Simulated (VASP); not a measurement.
# Ba (Cmcm) in VASP: relaxation of cell and atoms with PBEsol

Aim: the relaxation of cell and atoms of Ba with PBEsol.

All numbers are computed with VASP 6.6.1; they aren't measurements. Logs are shortened: lines on timing, memory, paths and dates and some standing lists are left out, and cuts for length are marked.

**1. The cell of the first run**

The typed cell holds 2 atoms: a = 3.982 Å, b = 3.982 Å, c = 6.510 Å, α = 90.00°, β = 90.00°, γ = 70.52°.

**2. Relaxation of cell and atoms, PBEsol, target pressure 4 GPa, at which the enthalpy is minimised**

Input file INCAR:

```
SYSTEM = Ba
ALGO     = Fast           ! electronic algorithm
EDIFF    = 1E-6           ! SCF threshold, eV
EDIFFG   = -0.008         ! ionic threshold
ENCUT    = 600            ! plane-wave cutoff, eV
GGA      = PS             ! functional
IBRION   = 2              ! ionic algorithm
ISIF     = 3              ! what is computed and relaxed
ISMEAR   = 0              ! smearing method
LASPH    = .True.         ! aspherical terms in the spheres
LCHARG   = .False.        ! write CHGCAR
LREAL    = .False.        ! projectors in reciprocal space
LWAVE    = .False.        ! write WAVECAR
NELM     = 80             ! most SCF steps
NSW      = 70             ! ionic steps
PREC     = Accurate       ! precision mode
PSTRESS  = 40.0         
SIGMA    = 0.1            ! smearing width, eV
```

Input file KPOINTS:

```
k-points
0
Gamma
  12 12 8
  0 0 0
```

Input file POSCAR:

```
Ba
1.0
    3.2514436031     -2.2986122325      0.0000000000
    3.2514436031      2.2986122325      0.0000000000
    0.0000000000      0.0000000000      6.5102375317
Ba
2
Direct
    0.7502982670      0.2497017330      0.2500000000
    0.2497017330      0.7502982670      0.7500000000
```

Potentials or basis: VASP PAW PBE potentials, release 64 (Ba_sv).

Run with:

```sh
> cat potpaw_PBE.64/Ba_sv/POTCAR > POTCAR
> mpirun -np 1 vasp_std > vasp.out
```

OUTCAR:

```text
SYSTEM = Ba
   EDIFF = 1E-6
   EDIFFG = -0.008
   ENCUT = 600
   GGA = PS
   IBRION = 2
   ISIF = 3
   ISMEAR = 0
   LASPH = .True.
   LREAL = .False.
   NELM = 80
   NSW = 70
   PREC = Accurate
   PSTRESS = 40.0

 ion  position               nearest neighbor table
   1  0.750  0.250  0.250-   2 3.98   2 3.98   2 3.99   2 3.99   2 4.60   2 4.60   2 4.60   2 4.60

   2  0.250  0.750  0.750-   1 3.98   1 3.98   1 3.99   1 3.99   1 4.60   1 4.60   1 4.60   1 4.60

  LATTYP: Found a base centered orthorhombic cell.
 ALAT       =     4.5972244650
 B/A-ratio  =     1.4145246237
 C/A-ratio  =     1.4161234852

  Lattice vectors:

 A1 = (  -3.2514436031,  -2.2986122325,   0.0000000000)
 A2 = (   3.2514436031,  -2.2986122325,   0.0000000000)
 A3 = (   0.0000000000,   0.0000000000,   6.5102375317)

Analysis of symmetry for initial positions (statically):
=====================================================================
 Subroutine PRICEL returns:
 Original cell was already a primitive cell.

 Routine SETGRP: Setting up the symmetry group for a
 base centered orthorhombic supercell.

 Subroutine GETGRP returns: Found  8 space group operations
 (whereof  4 operations were pure point group operations)
 out of a pool of  8 trial point group operations.

The static configuration has the point symmetry C_2h.
 The point group associated with its full space group is D_2h.

Analysis of symmetry for dynamics (positions and initial velocities):
=====================================================================
 Subroutine PRICEL returns:
 Original cell was already a primitive cell.

 Routine SETGRP: Setting up the symmetry group for a
 base centered orthorhombic supercell.

 Subroutine GETGRP returns: Found  8 space group operations
 (whereof  4 operations were pure point group operations)
 out of a pool of  8 trial point group operations.

The dynamic configuration has the point symmetry C_2h.
 The point group associated with its full space group is D_2h.

 Subroutine INISYM returns: Found  8 space group operations
 (whereof  4 operations are pure point group operations),
 and found     1 'primitive' translations

----------------------------------------------------------------------------------------

                                     Primitive cell

  volume of cell :      97.3125

  direct lattice vectors                    reciprocal lattice vectors
     3.251443603 -2.298612233  0.000000000     0.153777848 -0.217522552  0.000000000
     3.251443603  2.298612233  0.000000000     0.153777848  0.217522552  0.000000000
     0.000000000  0.000000000  6.510237532     0.000000000  0.000000000  0.153604226

[... 106 lines left out ...]
  Thomas-Fermi vector in A             =   2.095889
   LORBIT       =      0    0 simple, 1 ext, 2 COOP (PROOUT), +10 PAW based schemes
   GGA     = PS    functional components
   LHFCALC =     F    Hartree Fock is set to
   AEXX    =    0.0000 exact exchange contribution
   IVDW    =     0    specifies the selected vdW correction
   LEPSILON=     F    determine dielectric tensor
   LRPA    =     F    only Hartree local field effects (RPA)
 conjugate gradient relaxation of ions
 non-spin polarized calculation
 RMM-DIIS sequential band-by-band and
 Gauss-broadening in eV      SIGMA  =   0.10
  energy-cutoff  :      600.00
  volume of cell :       97.31
 maximum number of plane-waves:      3274
   NGX = 15   NGY = 15   NGZ = 27

--------------------------------------- Ionic step        1  -------------------------------------------

 number of electron      20.0000000 magnetization

 Free energy of the ion-electron system (eV)
  ---------------------------------------------------
  ext. energy  EPLUGINS =         0.00000000
  ---------------------------------------------------
  free energy    TOTEN  =        -4.18041222 eV

  energy without entropy =       -4.17100947  energy(sigma->0) =       -4.17571084

------------------------ aborting loop because EDIFF is reached ----------------------------------------

  FORCE on cell =-STRESS in cart. coord.  units (eV):
  Direction    XX          YY          ZZ          XY          YZ          ZX
  --------------------------------------------------------------------------------------
  -------------------------------------------------------------------------------------
  Total        1.3861566      1.3675849      1.3795965      0.0000000     -0.0000000      0.0000000
  in kB       22.8220215     22.5162521     22.7140140      0.0000000     -0.0000000      0.0000000
  external PRESSURE =     -17.3159041 kB  Pullay stress =      40.0000000 kB
[... 291 lines left out ...]
--------------------------------------- Ionic step        9  -------------------------------------------

 number of electron      20.0000000 magnetization

 Free energy of the ion-electron system (eV)
  ---------------------------------------------------
  ext. energy  EPLUGINS =         0.00000000
  ---------------------------------------------------
  free energy    TOTEN  =        -4.00126504 eV

  energy without entropy =       -3.99084068  energy(sigma->0) =       -3.99605286

 E-fermi :   2.9089     XC(G=0):  -8.7757

 val. band max:        2.9051211768   @ k =  -0.3333   0.1667   0.2500
 cond. band min:       2.9205793538   @ k =   0.5000   0.1667   0.0000
 fundamental gap:      0.0154581770
 Fermi energy:         2.9089007739

 k-point     1 :       0.0000    0.0000    0.0000
  band No.  band energies     occupation
      1     -25.5088      2.00000
      2     -25.3159      2.00000
      3     -11.3848      2.00000
      4     -10.4454      2.00000
      5     -10.0580      2.00000
      6     -10.0353      2.00000
      7     -10.0346      2.00000
      8     -10.0337      2.00000
      9       0.1383      2.00000
     10       1.6983      2.00000
     11       3.4329      0.00000
     12       5.0864      0.00000
     13       5.0900      0.00000
     14       5.0919      0.00000
[... 377 lines left out ...]
      1     -25.3117      2.00000
      2     -25.2926      2.00000
      3     -11.0919      2.00000
      4     -11.0661      2.00000
      5     -10.6488      2.00000
      6     -10.5461      2.00000
      7     -10.4456      2.00000
      8     -10.3689      2.00000
      9       2.8843      1.27157
     10       3.0654      0.02692
     11       3.4265      0.00000
     12       3.6104      0.00000
     13       3.8816      0.00000
     14       4.7181      0.00000

 [... further k-points ...]

------------------------ aborting loop because EDIFF is reached ----------------------------------------

  FORCE on cell =-STRESS in cart. coord.  units (eV):
  Direction    XX          YY          ZZ          XY          YZ          ZX
  --------------------------------------------------------------------------------------
  -------------------------------------------------------------------------------------
  Total        2.1904006      2.1952527      2.1911368      0.0000000      0.0000000      0.0000000
  in kB       39.8776028     39.9659371     39.8910046      0.0000000      0.0000000      0.0000000
  external PRESSURE =      -0.0884852 kB  Pullay stress =      40.0000000 kB
[... 21 lines left out ...]
  energy  without entropy=       -3.9908406843  energy(sigma->0) =       -3.99605286

  enthalpy is  TOTEN    =        -1.8041413621 eV   P V=        2.1971236758

 reached required accuracy - stopping structural energy minimisation
```

OSZICAR:

```text
N       E                     dE             d eps       ncg     rms          rms(c)
DAV:   1     0.151859942393E+03    0.15186E+03   -0.93978E+03  6020   0.134E+03
[... 71 lines left out ...]
   8 F= -.18041284E+01 E0= -.17989197E+01  d E =-.149579E-04
       N       E                     dE             d eps       ncg     rms          rms(c)
DAV:   1    -0.400136078200E+01    0.19734E-02   -0.28513E-03  6092   0.421E-01    0.450E-02
RMM:   2    -0.400128606264E+01    0.74719E-04   -0.16404E-04  6809   0.990E-02    0.207E-02
RMM:   3    -0.400126278091E+01    0.23282E-04   -0.11152E-04  6153   0.740E-02    0.368E-03
RMM:   4    -0.400126592622E+01   -0.31453E-05   -0.15218E-05  6708   0.206E-02    0.453E-03
RMM:   5    -0.400126503789E+01    0.88833E-06   -0.16861E-06  3950   0.820E-03
   9 F= -.18041414E+01 E0= -.17989292E+01  d E =-.279229E-04
```

CONTCAR:

```text
Ba
   1.00000000000000
     3.1453920752128983   -2.2233159536720772   -0.0000000000000000
     3.1453920752128983    2.2233159536720772    0.0000000000000000
     0.0000000000000000   -0.0000000000000000    6.2921508617713018
  Ba
     2
Direct
     0.7502178922919277    0.2497821077080724    0.2500000000000000
     0.2497821077080724    0.7502178922919277    0.7500000000000000

  0.00000000E+00  0.00000000E+00  0.00000000E+00
  0.00000000E+00  0.00000000E+00  0.00000000E+00
```

Wall time 8.3 min (1 thread of Intel Xeon 6975P-C (Granite Rapids), shared host); peak memory 0.49 GiB.

Results:

```yaml
Free_energy: -4.0013 eV
Relaxed_volume: 44.00 Å³/atom
Relaxed_cell: a = 3.852 Å, b = 3.852 Å, c = 6.292 Å, α = 90.00°, β = 90.00°, γ = 70.51°
Space_group_after_relaxing_to_0.05_Å: Im-3m (No. 229)
Energy_change_on_relaxing_the_enthalpy_is_what_falls: +89.6 meV/atom
Ionic_steps: 9
Pressure_after_relaxing: 4.0 GPa
Band_gap_on_the_k_mesh: zero (band 10 reaches 3.44 eV, above the bottom of band 11 at 1.70 eV)
```

Step by step:
| step | energy change (eV) | largest force (eV/Å) | pressure (GPa) | volume (Å³) |
| --- | --- | --- | --- | --- |
| 1 | 0.0000 | 0.0018 | 2.27 | 97.31 |
| 2 | 0.1301 | 0.0015 | 3.55 | 90.09 |
| 3 | 0.1797 | 0.0014 | 4.05 | 87.98 |
| 4 | 0.1746 | 0.0014 | 3.92 | 88.19 |
| 5 | 0.1749 | 0.0011 | 3.94 | 88.18 |
| 6 | 0.1757 | 0.0007 | 3.95 | 88.14 |
| 7 | 0.1760 | 0.0012 | 3.95 | 88.13 |
| 8 | 0.1771 | 0.0011 | 3.96 | 88.09 |
| 9 | 0.1791 | 0.0011 | 3.99 | 88.00 |

Final structure:
```
CELL_PARAMETERS angstrom
3.14539 -2.22332 0.00000
3.14539 2.22332 0.00000
0.00000 0.00000 6.29215
ATOMIC_POSITIONS crystal
Ba 0.75022 0.24978 0.25000
Ba 0.24978 0.75022 0.75000
```

Caveat: the cell is relaxed towards a set pressure, so the enthalpy falls and the energy may rise; the PAW data sets were made with another functional, which shifts forces and pressure a little; spin-orbit coupling is left out, which moves the levels of the heavy elements.
